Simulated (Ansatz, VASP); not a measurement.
## One calculation of AgPt3, two programs

```
CELL_PARAMETERS angstrom
3.90000 0.00000 0.00000
0.00000 3.90000 0.00000
0.00000 0.00000 3.97800
ATOMIC_POSITIONS crystal
Ag 0.00000 0.00000 0.00000
Pt 0.00000 0.50000 0.50000
Pt 0.50000 0.00000 0.50000
Pt 0.50000 0.50000 0.00000
```

Change from the starting cell: zz strain of +2 %.

Alike in both runs: task single point; functional LDA; k mesh 9 × 9 × 9; occupations fermi-dirac, width 0.08 eV; no spin polarisation.

```csv
,VASP,Ansatz
version,VASP 6.6.1,Ansatz 0.2.0
potentials or method,"VASP PAW LDA potentials, release 64 (Ag, Pt), cutoff 520 eV","all-electron LAPW, scalar-relativistic"
```

```csv
,VASP,Ansatz,Ansatz less VASP
pressure (GPa),-2.3,-2.8,-0.50
"traceless stress, the component that is largest in VASP (GPa)",-1.45,-1.45,-0.006
```

LDA's correlation is that of Perdew and Zunger in VASP and of Perdew and Wang (1992) in Ansatz. Ansatz ran all-electron here, and VASP with PAW potentials.

Neither program's run includes spin-orbit coupling.
